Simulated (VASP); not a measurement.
Input of a VASP 6.6.1 run:

File INCAR:

```
SYSTEM = Ti
  ALGO = Normal
  EDIFF = 1E-6
  ENCUT = 520
  GGA = PE
  ISIF = 2
  ISMEAR = -1
  LASPH = .TRUE.
  LCHARG = .FALSE.
  LREAL = .FALSE.
  LWAVE = .FALSE.
  NBANDS = 12
  NELM = 60
  PREC = Accurate
  SIGMA = 0.06122561905347299
```

The input KPOINTS:

```
k-points
0
G
  46 46 46
  0 0 0
```

File POSCAR:

```
Ti
1.0
    0.0000000000      2.0565655567      2.0565655567
    2.0565655567      0.0000000000      2.0565655567
    2.0565655567      2.0565655567      0.0000000000
Ti
1
Direct
    0.0000000000      0.0000000000      0.0000000000
```

Potentials or basis: VASP PAW PBE potentials, release 64 (Ti_sv).

Command:

```sh
$ cat potpaw_PBE.64/Ti_sv/POTCAR > POTCAR
$ mpirun -np 1 vasp_std > vasp.out
```

(1) Predict the pressure.

(2) What does it give for the band gap on the k mesh?

Answers

(1) -0.3 GPa.

(2) zero (bands 6 and 7 overlap by 1.33 eV).
